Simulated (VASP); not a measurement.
Here is a VASP 6.6.1 calculation.

The input INCAR:

```
PREC     = Accurate       # precision mode
ENCUT    = 520            # plane-wave cutoff, eV
EDIFF    = 1E-6           # SCF threshold, eV
ISMEAR   = 0              # smearing method
SIGMA    = 0.15           # smearing width, eV
LREAL    = F              # projectors in reciprocal space
LASPH    = T              # aspherical terms in the spheres
NELM     = 80             # most SCF steps
ALGO     = Normal         # electronic algorithm
ISIF     = 2              # what is computed and relaxed
LWAVE    = F              # write WAVECAR
LCHARG   = T              # write CHGCAR
GGA      = PE             # functional
LELF     = T              # ELF
LVHAR    = T            
NBANDS   = 11             # bands
```

KPOINTS

```
regular mesh
0
Gamma
  18 18 18
```

The input POSCAR:

```
Hf
1.0
    0.0000000000      2.3976000000      2.0424000000
    2.3976000000      0.0000000000      2.0424000000
    2.3976000000      2.3976000000      0.0000000000
Hf
1
Direct
    0.0000000000      0.0000000000      0.0000000000
```

Potentials or basis: VASP PAW PBE potentials, release 64 (Hf_pv).

Command:

```bash
$ cat potpaw_PBE.64/Hf_pv/POTCAR > POTCAR
$ mpirun -np 1 vasp_std > vasp.out
```

Q: Predict the pressure.

A: -4.4 GPa.

Q: Predict the band gap on the k mesh.

A: Zero (band 5 reaches 5.67 eV, above the bottom of band 6 at 3.66 eV).

Stress tensor (GPa, compression positive):
```
-6.13  0.00  0.00
 0.00 -6.13  0.00
 0.00  0.00 -0.85
```

Caveat: the cell differs from its parent crystal (strain +0.080 along x and y, -0.080 along z); spin-orbit coupling is left out, which moves the levels of the heavy elements.
